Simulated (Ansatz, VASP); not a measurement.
## One calculation of WSe2, two programs

The input INCAR:

```
  PREC = Accurate
  ENCUT = 520
  EDIFF = 1E-7
  ISMEAR = 0
  SIGMA = 0.05
  LREAL = F
  LASPH = T
  NELM = 100
  ALGO = Normal
  ISIF = 2
  LWAVE = F
  LCHARG = F
  GGA = PS
  NBANDS = 20
```

Contents of KPOINTS:

```
regular mesh
0
Gamma
  12 12 2
```

The input POSCAR:

```
WSe2
1.0
    3.2702526784      0.0000000000      0.0000000000
   -1.6351263392      2.8321218963      0.0000000000
    0.0000000000      0.0000000000     16.6612169706
W Se
1 2
Direct
    0.0000000000      0.0000000000     -0.0060019625
    0.3333333333      0.6666666667      0.1003992721
    0.3333333333      0.6666666667      0.8996007279
```

Input for Ansatz:

```yaml
crystal:
  lattice:
    - [3.2702526784, 0.0, 0.0]
    - [-1.6351263392, 2.8321218963, 0.0]
    - [0.0, 0.0, 16.6612169706]
  atoms:
    - { symbol: W, position: [0.0, 0.0, -0.0060019625] }
    - { symbol: Se, position: [0.3333333333, 0.6666666667, 0.1003992721] }
    - { symbol: Se, position: [0.3333333333, 0.6666666667, 0.8996007279] }
basis:
  ecutwfc: 420
kpoints:
  mp_grid: { grid: [12, 12, 2] }
hamiltonian:
  xc: pbesol
scf:
  occupations: { method: gaussian, width: 0.05 }
output:
  forces: true
  stress: true
  eigenvalues: true
```

Change from the starting cell: all W atoms moved -0.100 Å, as atom 1 along Cartesian [0 0 1].

Alike in both runs: task single point; functional PBEsol; k mesh 12 × 12 × 2; occupations gaussian, width 0.05 eV; no spin polarisation.

```csv
,VASP,Ansatz
version,VASP 6.6.1,Ansatz 0.2.0
potentials or method,"VASP PAW PBE potentials, release 64 (W_sv, Se), cutoff 520 eV","scalar-relativistic, plane waves, PAW"
valence electrons in the cell,26,46
```

```csv
,VASP,Ansatz,Ansatz less VASP
gap on the k mesh at the Fermi level (eV),1.63,1.63,-0.001
least direct gap on the mesh (eV),1.70,1.70,+0.003
rms of the force components (eV/Å),1.224,1.212,-0.0120
```

VASP's potentials were made for PBE, not for PBEsol. Atom by atom the forces differ by 0.031 eV/Å (rms over components). VASP's potentials hold 26 valence electrons a cell and Ansatz's 46, so a difference there can come from the potentials and not from the codes.

Spin-orbit coupling is off throughout.
